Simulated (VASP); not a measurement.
Set up this calculation in VASP 6.6.1, as the native input.

```
Task                   : single point
Functional             : PBE
Potentials or basis    : VASP PAW PBE potentials, release 64 (Zn, Se)
Cutoff                 : 520 eV
k mesh                 : 3 × 3 × 4
Occupations            : gaussian, width 0.1 eV
Spin                   : no spin polarisation
Dipole correction      : no
Further INCAR settings : ALGO = Normal; EDIFF = 1e-07; NBANDS = 52
```

The structure of Zn3Se lies in POSCAR:

```
Zn3Se
1.0
    6.0633142600      0.0000000000      0.0000000000
   -3.0316571300      5.2509841800      0.0000000000
    0.0000000000      0.0000000000      4.8943674600
Zn Se
6 2
Direct
    0.8329999900      0.6659999800      0.2500000000
    0.1670000100      0.8329999900      0.7500000000
    0.3340000200      0.1670000100      0.2500000000
    0.1670000100      0.3340000200      0.7500000000
    0.8329999900      0.1670000100      0.2500000000
    0.6659999800      0.8329999900      0.7500000000
    0.3333333300      0.6666666700      0.2500000000
    0.6666666700      0.3333333300      0.7500000000
```

The cell was generated, and may not be a known phase.

The input as run:

INCAR

```
  PREC = Accurate
  ENCUT = 520
  EDIFF = 1E-7
  ISMEAR = 0
  SIGMA = 0.1
  LREAL = F
  LASPH = T
  NELM = 100
  ALGO = Normal
  ISIF = 2
  LWAVE = F
  LCHARG = T
  GGA = PE
  LELF = T
  LVHAR = T
  NBANDS = 52
```

KPOINTS

```
regular mesh
0
Gamma
  3 3 4
```

Potentials or basis: VASP PAW PBE potentials, release 64 (Zn, Se).

Launch:

```console
$ cat potpaw_PBE.64/Zn/POTCAR potpaw_PBE.64/Se/POTCAR > POTCAR
$ mpirun -np 1 vasp_std > vasp.out
```

It gave:

The pressure is -3.5 GPa and the largest force is 0.310 eV/Å. The band gap on the k mesh is zero (bands 42 and 43 overlap by 1.22 eV).

Caveat: the k points lie up to 0.40 Å⁻¹ apart, too coarse for converged energies and pressures of a metal.

Run time: 90 s on 1 thread of Intel(R) Xeon(R) Platinum 8488C (Sapphire Rapids), on a shared host, peak memory 0.29 GiB.
